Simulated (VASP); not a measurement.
# Au (Cmcm) in VASP: further runs

The runs below take Au through single point, with PBE.

All numbers are computed with VASP 6.6.1; they aren't measurements. Logs are shortened: lines on timing, memory, paths and dates and some standing lists are left out, and cuts for length are marked.

**1. The cell of the first run**

It takes space group Cmcm (No. 63, orthorhombic). Conventional cell: a = 2.823 Å, b = 5.112 Å, c = 4.893 Å, α = 90.00°, β = 90.00°, γ = 90.00°. Au (site symmetry m2m) has 12 Au at 2.82 to 2.97 Å within 3.7 Å.

**2. Single point, PBE**

File INCAR:

```
SYSTEM = Au
ALGO = Fast ; EDIFF = 1E-7
ENCUT = 520 ; GGA = PE
ISIF = 2 ; ISMEAR = 0
LASPH = .True. ; LCHARG = .False.
LREAL = .False. ; LWAVE = .False.
NBANDS = 18 ; NELM = 60
PREC = Accurate ; SIGMA = 0.1
```

File KPOINTS:

```
Automatic mesh
0
Gamma
  12 12 6
  0.5 0.5 0.5
```

File POSCAR:

```
Au
1.0
    1.4113099650     -2.5559330250      0.0000000000
    1.4113099650      2.5559330250      0.0000000000
    0.0000000000      0.0000000000      4.8931696100
Au
2
Direct
    0.6653279700      0.3346720300      0.2500000000
    0.3346720300      0.6653279700      0.7500000000
```

Potentials or basis: VASP PAW PBE potentials, release 64 (Au).

On the command line:

```sh
> cat potpaw_PBE.64/Au/POTCAR > POTCAR
> mpirun -np 1 vasp_std > vasp.out
```

OUTCAR:

```text
SYSTEM = Au
   EDIFF = 1E-7
   ENCUT = 520
   GGA = PE
   ISIF = 2
   ISMEAR = 0
   LASPH = .True.
   LREAL = .False.
   NELM = 60
   PREC = Accurate

 ion  position               nearest neighbor table
   1  0.665  0.335  0.250-   2 2.95   2 2.95   2 2.95   2 2.95   2 2.97   2 2.97
   2  0.335  0.665  0.750-   1 2.95   1 2.95   1 2.95   1 2.95   1 2.97   1 2.97

  LATTYP: Found a base centered orthorhombic cell.
 ALAT       =     2.8226199300
 B/A-ratio  =     1.8110359088
 C/A-ratio  =     1.7335559627

  Lattice vectors:

 A1 = (   1.4113099650,  -2.5559330250,   0.0000000000)
 A2 = (   1.4113099650,   2.5559330250,   0.0000000000)
 A3 = (   0.0000000000,   0.0000000000,   4.8931696100)

Analysis of symmetry for initial positions (statically):
=====================================================================
 Subroutine PRICEL returns:
 Original cell was already a primitive cell.

 Routine SETGRP: Setting up the symmetry group for a
 base centered orthorhombic supercell.

 Subroutine GETGRP returns: Found  8 space group operations
 (whereof  4 operations were pure point group operations)
 out of a pool of  8 trial point group operations.

The static configuration has the point symmetry C_2h.
 The point group associated with its full space group is D_2h.

Analysis of symmetry for dynamics (positions and initial velocities):
=====================================================================
 Subroutine PRICEL returns:
 Original cell was already a primitive cell.

 Routine SETGRP: Setting up the symmetry group for a
 base centered orthorhombic supercell.

 Subroutine GETGRP returns: Found  8 space group operations
 (whereof  4 operations were pure point group operations)
 out of a pool of  8 trial point group operations.

The dynamic configuration has the point symmetry C_2h.
 The point group associated with its full space group is D_2h.

 Subroutine INISYM returns: Found  8 space group operations
 (whereof  4 operations are pure point group operations),
 and found     1 'primitive' translations

----------------------------------------------------------------------------------------

                                     Primitive cell

  volume of cell :      35.3014

  direct lattice vectors                    reciprocal lattice vectors
     1.411309965 -2.555933025  0.000000000     0.354280783 -0.195623279  0.000000000
     1.411309965  2.555933025  0.000000000     0.354280783  0.195623279  0.000000000
     0.000000000  0.000000000  4.893169610     0.000000000  0.000000000  0.204366511

  length of vectors
     2.919689957  2.919689957  4.893169610     0.404701545  0.404701545  0.204366511

  position of ions in fractional coordinates (direct lattice)
[... 83 lines left out ...]
   IBRION =     -1    ionic relax: 0-MD 1-quasi-New 2-CG
   NFREE  =      0    steps in history (QN), initial steepest desc. (CG)
   ISIF   =      2    stress and relaxation
   ISYM   =      2    0-nonsym 1-usesym 2-fastsym
   POTIM  = 0.5000    time-step for ionic-motion
   TEBEG  =    0.0;   TEEND  =   0.0 temperature during run
   PSTRESS=    0.0 pullay stress
   NELECT =      22.0000    total number of electrons
   NUPDOWN=      -1.0000    fix difference up-down
   EMIN   =  10.00;   EMAX   =-10.00  energy-range for DOS
   EFERMI =   0.00;   METHOD = LEGACY
   ISMEAR =     0;   SIGMA  =   0.10  broadening in eV -4-tet -1-fermi 0-gaus
   EFERMI_NEDOS =   21; number of points for ismear=-14 and -15
   IALGO  =     68    algorithm
   IMIX   =      4    mixing-type and parameters
     AMIX     =   0.40;   BMIX     =  1.00
     AMIX_MAG =   1.60;   BMIX_MAG =  1.00
  volume/ion in A,a.u.               =      17.65       119.11
  Fermi-wavevector in a.u.,A,eV,Ry     =   1.398358  2.642513 26.604898  1.955405
  Thomas-Fermi vector in A             =   2.521524
   LORBIT       =      0    0 simple, 1 ext, 2 COOP (PROOUT), +10 PAW based schemes
   GGA     = PE    functional components
   LHFCALC =     F    Hartree Fock is set to
   AEXX    =    0.0000 exact exchange contribution
   IVDW    =     0    specifies the selected vdW correction
   LEPSILON=     F    determine dielectric tensor
   LRPA    =     F    only Hartree local field effects (RPA)
 non-spin polarized calculation
 RMM-DIIS sequential band-by-band and
 Gauss-broadening in eV      SIGMA  =   0.10
  energy-cutoff  :      520.00
  volume of cell :       35.30
 maximum number of plane-waves:       964
 NGX is ok and might be reduce to    24
   NGX = 11   NGY = 11   NGZ = 19

 number of electron      21.9999996 magnetization

 Free energy of the ion-electron system (eV)
  ---------------------------------------------------
  ext. energy  EPLUGINS =         0.00000000
  ---------------------------------------------------
  free energy    TOTEN  =        -6.42736774 eV

  energy without entropy =       -6.42502799  energy(sigma->0) =       -6.42619787

 E-fermi :   8.9898     XC(G=0): -12.5053

 val. band max:        8.9529598317   @ k =   0.3750   0.0417   0.4167
 cond. band min:       8.9913565916   @ k =  -0.1250   0.1250   0.0833
 fundamental gap:      0.0383967599
 Fermi energy:         8.9897643879

 k-point     1 :       0.0417    0.0417    0.0833
  band No.  band energies     occupation
      1      -0.3680      2.00000
      2       1.9166      2.00000
      3       4.1619      2.00000
      4       4.2947      2.00000
      5       4.5950      2.00000
      6       4.7064      2.00000
[... 481 lines left out ...]
      5       4.3432      2.00000
      6       4.7976      2.00000
[... 10 lines left out ...]
     17      21.7864      0.00000
     18      22.1918      0.00000

 [... further k-points ...]

------------------------ aborting loop because EDIFF is reached ----------------------------------------

  FORCE on cell =-STRESS in cart. coord.  units (eV):
  Direction    XX          YY          ZZ          XY          YZ          ZX
  --------------------------------------------------------------------------------------
  -------------------------------------------------------------------------------------
  Total        0.8006410      0.2880500      0.7224212      0.0000000      0.0000000      0.0000000
  in kB       36.3376006     13.0733330     32.7875446      0.0000000      0.0000000      0.0000000
  external PRESSURE =      27.3994927 kB  Pullay stress =       0.0000000 kB

 VOLUME and BASIS-vectors are now :
 -----------------------------------------------------------------------------
  energy-cutoff  :      520.00
  volume of cell :       35.30
      direct lattice vectors                 reciprocal lattice vectors
     1.411309965 -2.555933025  0.000000000     0.354280783 -0.195623279  0.000000000
     1.411309965  2.555933025  0.000000000     0.354280783  0.195623279  0.000000000
     0.000000000  0.000000000  4.893169610     0.000000000  0.000000000  0.204366511

 POSITION                                       TOTAL-FORCE (eV/Angst)
 -----------------------------------------------------------------------------------
      1.41131     -0.84513      1.22329         0.000000      0.019056     -0.000000
      1.41131      0.84513      3.66988         0.000000     -0.019056      0.000000
 -----------------------------------------------------------------------------------
    total drift:                                0.000000      0.000000     -0.000000

  FREE ENERGIE OF THE ION-ELECTRON SYSTEM (eV)
  ---------------------------------------------------
  free  energy   TOTEN  =        -6.4273677414 eV

  energy  without entropy=       -6.4250279932  energy(sigma->0) =       -6.42619787
```

OSZICAR:

```text
N       E                     dE             d eps       ncg     rms          rms(c)
DAV:   1     0.122296828690E+03    0.12230E+03   -0.11638E+04  4544   0.118E+03
DAV:   2    -0.487739569551E+01   -0.12717E+03   -0.12128E+03  4804   0.260E+02
DAV:   3    -0.695304656335E+01   -0.20757E+01   -0.20644E+01  5342   0.333E+01
DAV:   4    -0.696216267930E+01   -0.91161E-02   -0.91149E-02  5002   0.233E+00
DAV:   5    -0.696224658452E+01   -0.83905E-04   -0.83905E-04  4998   0.238E-01    0.119E+01
RMM:   6    -0.646335431949E+01    0.49889E+00   -0.88624E-01  4538   0.707E+00    0.765E+00
RMM:   7    -0.643157219064E+01    0.31782E-01   -0.12424E-01  4673   0.284E+00    0.332E+00
RMM:   8    -0.642744375268E+01    0.41284E-02   -0.14339E-02  4724   0.884E-01    0.471E-01
RMM:   9    -0.642735726916E+01    0.86484E-04   -0.84234E-04  5014   0.223E-01    0.158E-01
RMM:  10    -0.642736588388E+01   -0.86147E-05   -0.12626E-04  5006   0.758E-02    0.106E-01
RMM:  11    -0.642736790604E+01   -0.20222E-05   -0.26935E-05  4960   0.329E-02    0.128E-02
RMM:  12    -0.642736783474E+01    0.71305E-07   -0.30457E-06  4960   0.110E-02    0.111E-02
RMM:  13    -0.642736774144E+01    0.93297E-07   -0.86108E-07  4589   0.619E-03
   1 F= -.64273677E+01 E0= -.64261979E+01  d E =-.233975E-02
```

stdout:

```text
POSCAR found type information on POSCAR Au
 POSCAR found :  1 types and       2 ions
 scaLAPACK will be used
 LDA part: xc-table for (Slater+PW92), standard interpolation
 POSCAR, INCAR and KPOINTS ok, starting setup
 FFT: planning ... GRIDC
 FFT: planning ... GRID_SOFT
 FFT: planning ... GRID
 WAVECAR not read
 entering main loop
```

Wall time 59 s (1 thread of Intel Xeon Platinum 8259CL at 2.50GHz (Skylake/Cascade Lake), shared host); peak memory 0.19 GiB.

What came out:

- Free energy: -6.4274 eV
- Pressure: 2.7 GPa
- Largest force: 0.019 eV/Å
- Band gap on the k mesh: zero (band 11 reaches 11.81 eV, above the bottom of band 12 at 6.51 eV)

Forces in eV/Å, atoms in the order of the input:
```
Au   0.000  0.019  0.000
Au   0.000 -0.019  0.000
```

Levels at points of the mesh, in eV from the Fermi level:
```csv
k point,band 7,band 8,band 9,band 10,band 11,band 12,band 13,band 14,band 15,band 16
"(0.04, 0.04, 0.08)",-4.08,-3.62,-3.49,-2.91,-2.28,-0.71,2.87,14.52,15.76,16.45
```

Caveat: spin-orbit coupling is left out, which moves the levels of the heavy elements.

**3. Single point, PBE**

File INCAR:

```
SYSTEM = Au
  PREC = Accurate
  ENCUT = 520
  EDIFF = 1E-7
  ISMEAR = 0
  SIGMA = 0.1
  LREAL = .FALSE.
  LASPH = .TRUE.
  NELM = 80
  ALGO = Fast
  ISIF = 2
  LWAVE = .FALSE.
  LCHARG = .FALSE.
  GGA = PE
  NBANDS = 18
```

File KPOINTS:

```
regular mesh
0
G
  14 14 8
  0 0 0
```

POSCAR is that of step 2.

Potentials or basis: VASP PAW PBE potentials, release 64 (Au).

On the command line:

```sh
> cat potpaw_PBE.64/Au/POTCAR > POTCAR
> mpirun -np 1 vasp_std > vasp.out
```

OUTCAR:

```text
SYSTEM = Au
   PREC = Accurate
   ENCUT = 520
   EDIFF = 1E-7
   ISMEAR = 0
   LREAL = .FALSE.
   LASPH = .TRUE.
   NELM = 80
   ISIF = 2
   GGA = PE

 ion  position               nearest neighbor table
   1  0.665  0.335  0.250-   2 2.95   2 2.95   2 2.95   2 2.95   2 2.97   2 2.97
   2  0.335  0.665  0.750-   1 2.95   1 2.95   1 2.95   1 2.95   1 2.97   1 2.97

  LATTYP: Found a base centered orthorhombic cell.
 ALAT       =     2.8226199300
 B/A-ratio  =     1.8110359088
 C/A-ratio  =     1.7335559627

  Lattice vectors:

 A1 = (   1.4113099650,  -2.5559330250,   0.0000000000)
 A2 = (   1.4113099650,   2.5559330250,   0.0000000000)
 A3 = (   0.0000000000,   0.0000000000,   4.8931696100)

Analysis of symmetry for initial positions (statically):
=====================================================================
 Subroutine PRICEL returns:
 Original cell was already a primitive cell.

 Routine SETGRP: Setting up the symmetry group for a
 base centered orthorhombic supercell.

 Subroutine GETGRP returns: Found  8 space group operations
 (whereof  4 operations were pure point group operations)
 out of a pool of  8 trial point group operations.

The static configuration has the point symmetry C_2h.
[... 165 lines left out ...]
 E-fermi :   8.8744     XC(G=0): -12.5050

 val. band max:        8.8705158884   @ k =  -0.2857   0.2143   0.2500
 cond. band min:       8.8873752351   @ k =   0.5000   0.0714   0.1250
 fundamental gap:      0.0168593468
 Fermi energy:         8.8743683563

 k-point     1 :       0.0000    0.0000    0.0000
  band No.  band energies     occupation
      1      -0.5936      2.00000
      2       1.7748      2.00000
      3       4.1405      2.00000
      4       4.1957      2.00000
      5       4.5307      2.00000
      6       4.7731      2.00000
[... 481 lines left out ...]
      5       4.2694      2.00000
      6       4.7190      2.00000
[... 10 lines left out ...]
     17      22.3103      0.00000
     18      23.7163      0.00000

 [... further k-points ...]

------------------------ aborting loop because EDIFF is reached ----------------------------------------

  FORCE on cell =-STRESS in cart. coord.  units (eV):
  Direction    XX          YY          ZZ          XY          YZ          ZX
  --------------------------------------------------------------------------------------
  -------------------------------------------------------------------------------------
  Total        0.8618153      0.6164577      0.4294747      0.0000000      0.0000000      0.0000000
  in kB       39.1140367     27.9783238     19.4919851      0.0000000      0.0000000      0.0000000
  external PRESSURE =      28.8614485 kB  Pullay stress =       0.0000000 kB

 VOLUME and BASIS-vectors are now :
 -----------------------------------------------------------------------------
  energy-cutoff  :      520.00
  volume of cell :       35.30
      direct lattice vectors                 reciprocal lattice vectors
     1.411309965 -2.555933025  0.000000000     0.354280783 -0.195623279  0.000000000
     1.411309965  2.555933025  0.000000000     0.354280783  0.195623279  0.000000000
     0.000000000  0.000000000  4.893169610     0.000000000  0.000000000  0.204366511

 POSITION                                       TOTAL-FORCE (eV/Angst)
 -----------------------------------------------------------------------------------
      1.41131     -0.84513      1.22329         0.000000      0.012521      0.000000
      1.41131      0.84513      3.66988         0.000000     -0.012521     -0.000000
 -----------------------------------------------------------------------------------
    total drift:                                0.000000      0.000000     -0.000000

  FREE ENERGIE OF THE ION-ELECTRON SYSTEM (eV)
  ---------------------------------------------------
  free  energy   TOTEN  =        -6.4154688501 eV

  energy  without entropy=       -6.4121952355  energy(sigma->0) =       -6.41383204
```

It took 2.5 min on 1 thread of Intel Xeon Platinum 8259CL at 2.50GHz (Skylake/Cascade Lake), shared host; peak memory 0.27 GiB.

Results:

```yaml
Free_energy: -6.4155 eV
Pressure: 2.9 GPa
Largest_force: 0.013 eV/Å
Band_gap_on_the_k_mesh: zero (band 11 reaches 12.71 eV, above the bottom of band 12 at 6.36 eV)
```

Forces in eV/Å, atoms in the order of the input:
```
Au   0.000  0.013  0.000
Au   0.000 -0.013  0.000
```

Caveat: spin-orbit coupling is left out, which moves the levels of the heavy elements.

**4. Single point, PBE**

File INCAR:

```
SYSTEM = Au
PREC = Accurate
ENCUT = 520
EDIFF = 1E-6
ISMEAR = 0
SIGMA = 0.1
LREAL = .False.
LASPH = .True.
NELM = 100
ALGO = Fast
ISIF = 2
LWAVE = .False.
LCHARG = .True.
GGA = PE
LELF = .True.
LVHAR = .True.
NBANDS = 18
```

File KPOINTS:

```
Automatic mesh
0
Gamma
  14 14 8
  0.5 0.5 0.5
```

POSCAR is that of step 3.

On the command line:

```sh
> cat potpaw_PBE.64/Au/POTCAR > POTCAR
> mpirun -np 1 vasp_std > vasp.out
```

It took 96 s on 1 thread of Intel Xeon Platinum 8259CL at 2.50GHz (Skylake/Cascade Lake), shared host; peak memory 0.24 GiB.

Results (log left out):

```yaml
Free_energy: -6.4252 eV
Pressure: 2.8 GPa
Largest_force: 0.021 eV/Å
Band_gap_on_the_k_mesh: zero (band 11 reaches 12.75 eV, above the bottom of band 12 at 6.47 eV)
```

Forces on the atoms (eV/Å):
```
Au   0.000  0.021  0.000
Au   0.000 -0.021  0.000
```

Stress tensor (GPa, compression positive):
```
4.11 0.00 0.00
0.00 1.36 0.00
0.00 0.00 2.89
```

Levels at points of the mesh, in eV from the Fermi level:
| k point | band 7 | band 8 | band 9 | band 10 | band 11 | band 12 | band 13 | band 14 | band 15 | band 16 |
| --- | --- | --- | --- | --- | --- | --- | --- | --- | --- | --- |
| (0.04, 0.04, 0.06) | -4.04 | -3.62 | -3.48 | -2.77 | -2.28 | -0.71 | 2.63 | 14.53 | 15.67 | 16.54 |

Caveat: spin-orbit coupling is left out, which moves the levels of the heavy elements.

**5. Single point, PBE**

File INCAR:

```
PREC     = Accurate       # precision mode
ENCUT    = 520            # plane-wave cutoff, eV
EDIFF    = 1E-6           # SCF threshold, eV
ISMEAR   = 0              # smearing method
SIGMA    = 0.1            # smearing width, eV
LREAL    = False          # projectors in reciprocal space
LASPH    = True           # aspherical terms in the spheres
NELM     = 100            # most SCF steps
ALGO     = Fast           # electronic algorithm
ISIF     = 2              # what is computed and relaxed
LWAVE    = False          # write WAVECAR
LCHARG   = False          # write CHGCAR
GGA      = PE             # functional
NBANDS   = 18             # bands
```

File KPOINTS:

```
regular mesh
0
Gamma
  16 16 8
```

POSCAR is that of step 4.

On the command line:

```sh
> cat potpaw_PBE.64/Au/POTCAR > POTCAR
> mpirun -np 1 vasp_std > vasp.out
```

Wall time 2.4 min (1 thread of Intel Xeon Platinum 8259CL at 2.50GHz (Skylake/Cascade Lake), shared host); peak memory 0.3 GiB.

It converged, with:

| Item | Value |
| --- | --- |
| Free energy | -6.4176 eV |
| Pressure | 3.0 GPa |
| Largest force | 0.016 eV/Å |
| Band gap on the k mesh | zero (band 11 reaches 12.94 eV, above the bottom of band 12 at 6.36 eV) |

Forces on the atoms (eV/Å):
```
Au   0.000  0.016  0.000
Au   0.000 -0.016  0.000
```

Stress tensor (GPa, compression positive):
```
4.31 0.00 0.00
0.00 2.52 0.00
0.00 0.00 2.11
```

Levels at points of the mesh, in eV from the Fermi level:
| k point | band 7 | band 8 | band 9 | band 10 | band 11 | band 12 | band 13 | band 14 | band 15 | band 16 |
| --- | --- | --- | --- | --- | --- | --- | --- | --- | --- | --- |
| (0.00, 0.00, 0.00) | -3.83 | -3.45 | -3.28 | -2.16 | -2.09 | -0.99 | 2.44 | 14.60 | 15.56 | 16.74 |
| (0.50, 0.00, 0.00) | -3.44 | -1.96 | -1.78 | -1.62 | 0.54 | 1.78 | 5.80 | 7.29 | 7.30 | 10.03 |
| (0.50, 0.50, 0.00) | -3.58 | -1.87 | -1.86 | -1.68 | 0.26 | 1.30 | 5.40 | 6.81 | 6.95 | 11.12 |
| (0.00, 0.00, 0.50) | -4.13 | -4.13 | -2.62 | -2.62 | -2.48 | -2.48 | 10.24 | 10.24 | 14.92 | 14.92 |
| (0.50, 0.00, 0.50) | -2.34 | -2.34 | -1.67 | -1.67 | 0.72 | 0.72 | 4.07 | 4.07 | 13.11 | 13.11 |
| (0.50, 0.50, 0.50) | -2.33 | -2.33 | -1.75 | -1.75 | 0.35 | 0.35 | 3.51 | 3.51 | 12.69 | 12.69 |

Caveat: spin-orbit coupling is left out, which moves the levels of the heavy elements.

**6. The runs side by side**

| k mesh | further INCAR settings | gap on the mesh (eV) | pressure (GPa) | largest force (eV/Å) |
| --- | --- | --- | --- | --- |
| 12 × 12 × 6, shifted | ALGO = Fast; EDIFF = 1e-07; NBANDS = 18 | none | 2.7 | 0.02 |
| 14 × 14 × 8 | ALGO = Fast; EDIFF = 1e-07; NBANDS = 18 | none | 2.9 | 0.01 |
| 14 × 14 × 8, shifted | ALGO = Fast; EDIFF = 1e-06; NBANDS = 18 | none | 2.8 | 0.02 |
| 16 × 16 × 8 | ALGO = Fast; EDIFF = 1e-06; NBANDS = 18 | none | 3.0 | 0.02 |

Alike in all rows: task single point; level PBE; potentials or basis VASP PAW PBE potentials, release 64 (Au); no spin polarisation; cell as given; cutoff (eV) 520; smearing gaussian 0.1 eV.

Every run on the cell as given and a fine mesh finds a metal.

Caveats: spin-orbit coupling is left out, which moves the levels of the heavy elements.

Total energies depend on the potentials used, so only differences within one code and one set of settings carry meaning.
